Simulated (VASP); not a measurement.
# CsBr in VASP: notebook

The runs below take CsBr through single point, with PBE.

Everything below comes from runs of VASP 6.6.1. Logs are shortened: lines on timing, memory, paths and dates and some standing lists are left out, and cuts for length are marked.

### 1 The cell of the first run

The structure is cubic, space group Pm-3m (No. 221). The conventional cell has a = 4.435 Å, b = 4.435 Å, c = 4.435 Å, α = 90.00°, β = 90.00°, γ = 90.00°. Cs (site symmetry m-3m) has 8 Br at 3.84 Å and 6 Cs at 4.44 Å within 5.0 Å. Br (site symmetry m-3m) has 8 Cs at 3.84 Å and 6 Br at 4.44 Å within 5.0 Å.

### 2 Single point, PBE (strained)

Contents of INCAR:

```
SYSTEM = CsBr
PREC     = Accurate       ! precision mode
ENCUT    = 500            ! plane-wave cutoff, eV
EDIFF    = 1E-6           ! SCF threshold, eV
ISMEAR   = 0              ! smearing method
SIGMA    = 0.02           ! smearing width, eV
LREAL    = .FALSE.        ! projectors in reciprocal space
LASPH    = .TRUE.         ! aspherical terms in the spheres
NELM     = 120            ! most SCF steps
ALGO     = Normal         ! electronic algorithm
ISIF     = 2              ! what is computed and relaxed
LWAVE    = .FALSE.        ! write WAVECAR
LCHARG   = .FALSE.        ! write CHGCAR
GGA      = PE             ! functional
NBANDS   = 15             ! bands
GGA_COMPAT= .FALSE.
```

Contents of KPOINTS:

```
Automatic mesh
0
G
  6 6 6
  0 0 0
```

Contents of POSCAR:

```
CsBr
1.0
    4.4351956600      0.0000000000      0.0000000000
    0.0000000000      4.4351956600      0.0000000000
    0.0000000000      0.0000000000      4.4351956600
Cs Br
1 1
Direct
    0.0000000000      0.0000000000      0.0000000000
    0.5000000000      0.5000000000      0.5000000000
```

Potentials or basis: VASP PAW PBE potentials, release 64 (Cs_sv, Br).

Launch:

```sh
$ cat potpaw_PBE.64/Cs_sv/POTCAR potpaw_PBE.64/Br/POTCAR > POTCAR
$ mpirun -np 1 vasp_std > vasp.out
```

OUTCAR:

```text
SYSTEM = CsBr
   PREC = Accurate
   ENCUT = 500
   EDIFF = 1E-6
   ISMEAR = 0
   LREAL = .FALSE.
   LASPH = .TRUE.
   NELM = 120
   ISIF = 2
   GGA = PE

 ion  position               nearest neighbor table
   1  0.000  0.000  0.000-
   2  0.500  0.500  0.500-

  LATTYP: Found a simple cubic cell.
 ALAT       =     4.4351956600

  Lattice vectors:

 A1 = (   4.4351956600,   0.0000000000,   0.0000000000)
 A2 = (   0.0000000000,   4.4351956600,   0.0000000000)
 A3 = (   0.0000000000,   0.0000000000,   4.4351956600)

Analysis of symmetry for initial positions (statically):
=====================================================================
 Subroutine PRICEL returns:
 Original cell was already a primitive cell.

 Routine SETGRP: Setting up the symmetry group for a
 simple cubic supercell.

 Subroutine GETGRP returns: Found 48 space group operations
 (whereof 48 operations were pure point group operations)
 out of a pool of 48 trial point group operations.

The static configuration has the point symmetry O_h .

Analysis of symmetry for dynamics (positions and initial velocities):
=====================================================================
 Subroutine PRICEL returns:
 Original cell was already a primitive cell.

 Routine SETGRP: Setting up the symmetry group for a
 simple cubic supercell.

 Subroutine GETGRP returns: Found 48 space group operations
 (whereof 48 operations were pure point group operations)
 out of a pool of 48 trial point group operations.

The dynamic configuration has the point symmetry O_h .

 Subroutine INISYM returns: Found 48 space group operations
 (whereof 48 operations are pure point group operations),
 and found     1 'primitive' translations

----------------------------------------------------------------------------------------

                                     Primitive cell

  volume of cell :      87.2446

  direct lattice vectors                    reciprocal lattice vectors
     4.435195660  0.000000000  0.000000000     0.225469196  0.000000000  0.000000000
     0.000000000  4.435195660  0.000000000     0.000000000  0.225469196  0.000000000
     0.000000000  0.000000000  4.435195660     0.000000000  0.000000000  0.225469196

  length of vectors
     4.435195660  4.435195660  4.435195660     0.225469196  0.225469196  0.225469196

  position of ions in fractional coordinates (direct lattice)
     0.000000000  0.000000000  0.000000000
     0.500000000  0.500000000  0.500000000

  ion indices of the primitive-cell ions
   primitive index   ion index
                 1           1
                 2           2

----------------------------------------------------------------------------------------

 KPOINTS: Automatic mesh

Automatic generation of k-mesh.
 Grid dimensions read from file:
 generate k-points for:    6    6    6

 Generating k-lattice:

  Cartesian coordinates                     Fractional coordinates (reciprocal lattice)
     0.037578199  0.000000000  0.000000000     0.166666667  0.000000000  0.000000000
     0.000000000  0.037578199  0.000000000     0.000000000  0.166666667  0.000000000
     0.000000000  0.000000000  0.037578199     0.000000000  0.000000000  0.166666667

  Length of vectors
     0.037578199  0.037578199  0.037578199

  Shift w.r.t. Gamma in fractional coordinates (k-lattice)
     0.000000000  0.000000000  0.000000000

 Subroutine IBZKPT returns following result:
 ===========================================

 Found     20 irreducible k-points:

 Following reciprocal coordinates:
            Coordinates               Weight
  0.000000  0.000000  0.000000      1.000000
  0.166667  0.000000  0.000000      6.000000
  0.333333  0.000000  0.000000      6.000000
  0.500000  0.000000  0.000000      3.000000
  0.166667  0.166667  0.000000     12.000000
  0.333333  0.166667  0.000000     24.000000
[... 12 lines left out ...]
  0.500000  0.500000  0.333333      6.000000
  0.500000  0.500000  0.500000      1.000000
   k-points           NKPTS =     20   k-points in BZ     NKDIM =     20   number of bands    NBANDS=     15
   number of dos      NEDOS =    301   number of ions     NIONS =      2
   total plane-waves  NPLWV =  32768
   dimension x,y,z NGX =    32 NGY =   32 NGZ =   32
   dimension x,y,z NGXF=    64 NGYF=   64 NGZF=   64
   ions per type =               1   1
   NGX,Y,Z   is equivalent  to a cutoff of  11.99, 11.99, 11.99 a.u.
   NGXF,Y,Z  is equivalent  to a cutoff of  23.99, 23.99, 23.99 a.u.
 SYSTEM =  CsBr
   PREC   = accura    normal or accurate (medium, high low for compatibility)
   ISTART =      0    job   : 0-new  1-cont  2-samecut
   ICHARG =      2    charge: 1-file 2-atom 10-const
   ISPIN  =      1    spin polarized calculation?
   LNONCOLLINEAR =      F non collinear calculations
   LSORBIT =      F    spin-orbit coupling
   LASPH  =      T    aspherical Exc in radial PAW
   ENCUT  =  500.0 eV  36.75 Ry    6.06 a.u.   8.09  8.09  8.09*2*pi/ulx,y,z
   NELM   =    120;   NELMIN=  2; NELMDL= -5     # of ELM steps
   EDIFF  = 0.1E-05   stopping-criterion for ELM
   LREAL  =      F    real-space projection
   EDIFFG = 0.1E-04   stopping-criterion for IOM
   NSW    =      0    number of steps for IOM
   IBRION =     -1    ionic relax: 0-MD 1-quasi-New 2-CG
   NFREE  =      0    steps in history (QN), initial steepest desc. (CG)
   ISIF   =      2    stress and relaxation
   ISYM   =      2    0-nonsym 1-usesym 2-fastsym
   POTIM  = 0.5000    time-step for ionic-motion
   TEBEG  =    0.0;   TEEND  =   0.0 temperature during run
   PSTRESS=    0.0 pullay stress
   NELECT =      16.0000    total number of electrons
   NUPDOWN=      -1.0000    fix difference up-down
   EMIN   =  10.00;   EMAX   =-10.00  energy-range for DOS
   EFERMI =   0.00;   METHOD = LEGACY
   ISMEAR =     0;   SIGMA  =   0.02  broadening in eV -4-tet -1-fermi 0-gaus
   EFERMI_NEDOS =   21; number of points for ismear=-14 and -15
   IALGO  =     38    algorithm
   IMIX   =      4    mixing-type and parameters
     AMIX     =   0.40;   BMIX     =  1.00
     AMIX_MAG =   1.60;   BMIX_MAG =  1.00
  volume/ion in A,a.u.               =      43.62       294.38
  Fermi-wavevector in a.u.,A,eV,Ry     =   0.930112  1.757657 11.770520  0.865109
  Thomas-Fermi vector in A             =   2.056466
   LORBIT       =      0    0 simple, 1 ext, 2 COOP (PROOUT), +10 PAW based schemes
   GGA     = PE    functional components
   LHFCALC =     F    Hartree Fock is set to
   AEXX    =    0.0000 exact exchange contribution
   IVDW    =     0    specifies the selected vdW correction
   LEPSILON=     F    determine dielectric tensor
   LRPA    =     F    only Hartree local field effects (RPA)
 non-spin polarized calculation
 Gauss-broadening in eV      SIGMA  =   0.02
  energy-cutoff  :      500.00
  volume of cell :       87.24
 maximum number of plane-waves:      2272
   NGX = 17   NGY = 17   NGZ = 17

 number of electron      16.0000001 magnetization

 Free energy of the ion-electron system (eV)
  ---------------------------------------------------
  ext. energy  EPLUGINS =         0.00000000
  ---------------------------------------------------
  free energy    TOTEN  =        -6.02200656 eV

  energy without entropy =       -6.02200656  energy(sigma->0) =       -6.02200656

 E-fermi :  -0.5881     XC(G=0):  -7.6267

 val. band max:       -0.7599768199   @ k =   0.5000   0.5000   0.0000
 cond. band min:       3.3739604683   @ k =   0.0000   0.0000   0.0000
 fundamental gap:      4.1339372882
 Fermi energy:        -0.5881297421

 k-point     1 :       0.0000    0.0000    0.0000
  band No.  band energies     occupation
      1     -20.7157      2.00000
      2     -13.0232      2.00000
      3      -7.3470      2.00000
      4      -7.3470      2.00000
      5      -7.3470      2.00000
      6      -0.7914      2.00000
      7      -0.7914      2.00000
      8      -0.7914      2.00000
      9       3.3740      0.00000
     10       4.2212      0.00000
     11       4.2212      0.00000
     12       8.0152      0.00000
     13       8.0152      0.00000
     14       8.0152      0.00000
     15      10.9252      0.00000

 k-point     2 :       0.1667    0.0000    0.0000
  band No.  band energies     occupation
      1     -20.7073      2.00000
      2     -13.0227      2.00000
      3      -7.4312      2.00000
      4      -7.3295      2.00000
      5      -7.3295      2.00000
      6      -1.1318      2.00000
      7      -0.8248      2.00000
      8      -0.8248      2.00000
      9       3.9553      0.00000
     10       4.3812      0.00000
     11       4.7377      0.00000
     12       7.8719      0.00000
     13       7.8719      0.00000
     14       8.1370      0.00000
     15       9.6987      0.00000

 k-point     3 :       0.3333    0.0000    0.0000
  band No.  band energies     occupation
      1     -20.6903      2.00000
      2     -13.0225      2.00000
      3      -7.5880      2.00000
      4      -7.2939      2.00000
      5      -7.2939      2.00000
      6      -1.6720      2.00000
      7      -0.8937      2.00000
      8      -0.8937      2.00000
      9       4.7984      0.00000
     10       5.1934      0.00000
     11       5.8767      0.00000
     12       7.7202      0.00000
     13       7.7202      0.00000
     14       8.2228      0.00000
     15       8.4295      0.00000
[... 271 lines left out ...]
 k-point    19 :       0.5000    0.5000    0.3333
  band No.  band energies     occupation
      1     -20.6301      2.00000
      2     -12.8995      2.00000
      3      -7.6899      2.00000
      4      -7.6899      2.00000
      5      -7.5569      2.00000
      6      -1.6291      2.00000
      7      -1.6291      2.00000
      8      -1.5262      2.00000
      9       6.4255      0.00000
     10       6.5473      0.00000
     11       6.7412      0.00000
     12       6.7412      0.00000
     13       8.4570      0.00000
     14       8.4570      0.00000
     15       9.8688      0.00000

 k-point    20 :       0.5000    0.5000    0.5000
  band No.  band energies     occupation
      1     -20.6229      2.00000
      2     -12.8855      2.00000
      3      -7.6586      2.00000
      4      -7.6586      2.00000
      5      -7.6586      2.00000
      6      -1.7316      2.00000
      7      -1.7316      2.00000
      8      -1.7316      2.00000
      9       7.0838      0.00000
     10       7.0838      0.00000
     11       7.0838      0.00000
     12       7.9119      0.00000
     13       7.9119      0.00000
     14       7.9119      0.00000
     15       9.9120      0.00000

------------------------ aborting loop because EDIFF is reached ----------------------------------------

  FORCE on cell =-STRESS in cart. coord.  units (eV):
  Direction    XX          YY          ZZ          XY          YZ          ZX
  --------------------------------------------------------------------------------------
  -------------------------------------------------------------------------------------
  Total       -0.1737279     -0.1737279     -0.1737279      0.0000000      0.0000000     -0.0000000
  in kB       -3.1903747     -3.1903747     -3.1903747      0.0000000      0.0000000     -0.0000000
  external PRESSURE =      -3.1903747 kB  Pullay stress =       0.0000000 kB

 VOLUME and BASIS-vectors are now :
 -----------------------------------------------------------------------------
  energy-cutoff  :      500.00
  volume of cell :       87.24
      direct lattice vectors                 reciprocal lattice vectors
     4.435195660  0.000000000  0.000000000     0.225469196  0.000000000  0.000000000
     0.000000000  4.435195660  0.000000000     0.000000000  0.225469196  0.000000000
     0.000000000  0.000000000  4.435195660     0.000000000  0.000000000  0.225469196

 POSITION                                       TOTAL-FORCE (eV/Angst)
 -----------------------------------------------------------------------------------
      0.00000      0.00000      0.00000         0.000000      0.000000      0.000000
      2.21760      2.21760      2.21760         0.000000      0.000000      0.000000
 -----------------------------------------------------------------------------------
    total drift:                                0.000000      0.000000     -0.000000

  FREE ENERGIE OF THE ION-ELECTRON SYSTEM (eV)
  ---------------------------------------------------
  free  energy   TOTEN  =        -6.0220065644 eV

  energy  without entropy=       -6.0220065644  energy(sigma->0) =       -6.02200656
```

It took 18 s on 1 thread of AMD EPYC 7R43 (Zen 3), shared host; peak memory 0.15 GiB.

Results:

| Item | Value |
| --- | --- |
| Free energy | -6.0220 eV |
| Pressure | -0.3 GPa |
| Band gap on the k mesh | 4.13 eV (least direct gap 4.17 eV) |

Caveat: the cell differs from its parent crystal (strained); spin-orbit coupling is left out, which moves the levels of the heavy elements. A k mesh can miss the band edges.

### 3 Single point, PBE (one atom moved)

Contents of INCAR:

```
SYSTEM = CsBr
ALGO     = Normal         ! electronic algorithm
EDIFF    = 1E-6           ! SCF threshold, eV
ENCUT    = 500            ! plane-wave cutoff, eV
GGA      = PE             ! functional
GGA_COMPAT= .False.      
ISIF     = 2              ! what is computed and relaxed
ISMEAR   = 0              ! smearing method
LASPH    = .True.         ! aspherical terms in the spheres
LCHARG   = .False.        ! write CHGCAR
LREAL    = .False.        ! projectors in reciprocal space
LWAVE    = .False.        ! write WAVECAR
NBANDS   = 15             ! bands
NELM     = 120            ! most SCF steps
PREC     = Accurate       ! precision mode
SIGMA    = 0.02           ! smearing width, eV
```

Contents of KPOINTS:

```
k-points
0
Gamma
  6 6 6
  0 0 0
```

Contents of POSCAR:

```
CsBr
1.0
    4.2860000000      0.0000000000      0.0000000000
    0.0000000000      4.2860000000      0.0000000000
    0.0000000000      0.0000000000      4.2860000000
Cs Br
1 1
Direct
    0.0000000000      0.0000000000      0.0000000000
    0.5104993000      0.5000000000      0.5000000000
```

Potentials or basis: VASP PAW PBE potentials, release 64 (Cs_sv, Br).

Launch:

```sh
$ cat potpaw_PBE.64/Cs_sv/POTCAR potpaw_PBE.64/Br/POTCAR > POTCAR
$ mpirun -np 1 vasp_std > vasp.out
```

It took 39 s on 1 thread of AMD EPYC 7R43 (Zen 3), shared host; peak memory 0.16 GiB.

Results (log left out):

```yaml
Free_energy: -6.0036 eV
Pressure: 1.1 GPa
Largest_force: 0.041 eV/Å
Band_gap_on_the_k_mesh: 4.52 eV
```

Forces on the atoms (eV/Å):
```
Cs   0.041  0.000  0.000
Br  -0.041  0.000  0.000
```

Levels at points of the mesh, in eV from the valence-band top:
```tsv
k point	band 6	band 7	band 8	band 9	band 10	band 11
(0.00, 0.00, 0.00)	0.00	0.00	0.00	4.52	4.91	4.92
(0.50, 0.00, 0.00)	-1.33	-0.21	-0.21	5.93	7.31	7.77
(0.00, 0.50, 0.00)	-1.33	-0.21	-0.21	5.93	7.31	7.77
(0.50, 0.50, 0.00)	-0.58	-0.57	0.00	5.27	5.50	7.23
(0.00, 0.50, 0.50)	-0.57	-0.57	0.00	5.27	5.51	7.23
(0.50, 0.50, 0.50)	-1.18	-1.18	-1.18	8.32	8.32	8.33
```

Caveat: the cell differs from its parent crystal (one atom moved); spin-orbit coupling is left out, which moves the levels of the heavy elements.
